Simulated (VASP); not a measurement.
**Os: single point with LDA**

Crystal: Os.

```
Os
1.0
     2.71457    0.00000    0.00000
    -1.35729    2.35089    0.00000
     0.00000    0.00000    4.29324
Os
2
Direct
  0.33333 0.66667 0.25000
  0.66667 0.33333 0.75000
```

```
Program             : VASP 6.6.1
Task                : single point
Functional          : LDA
Potentials or basis : VASP PAW LDA potentials, release 64 (Os)
Cutoff              : 520 eV
k mesh              : 18 × 18 × 10
Occupations         : gaussian, width 0.1 eV
Spin                : no spin polarisation
```

| Property | Result |
| --- | --- |
| Pressure | 1.0 GPa |
| Band gap on the k mesh | zero (bands 8 and 9 overlap by 4.07 eV) |

Stress tensor (GPa, compression positive):
```
1.02 0.00 0.00
0.00 1.02 0.00
0.00 0.00 0.89
```

Levels at points of the mesh, in eV from the Fermi level:
| k point | band 6 | band 7 | band 8 | band 9 | band 10 | band 11 |
| --- | --- | --- | --- | --- | --- | --- |
| (0.00, 0.00, 0.00) | -2.29 | -2.29 | -1.61 | -1.61 | 0.14 | 1.74 |
| (0.50, 0.00, 0.00) | -2.62 | -1.93 | 2.11 | 2.69 | 2.81 | 4.58 |
| (0.00, 0.00, 0.50) | -3.35 | -3.35 | -3.35 | 0.92 | 0.92 | 0.92 |
| (0.50, 0.00, 0.50) | -1.24 | -0.08 | -0.08 | 2.46 | 2.46 | 3.44 |

Wall time 24 s on 1 thread of Intel(R) Xeon(R) 6975P-C (Granite Rapids), with other jobs on the host, peak memory 0.18 GiB.

Caveat: spin-orbit coupling is left out, which moves the levels of the heavy elements.
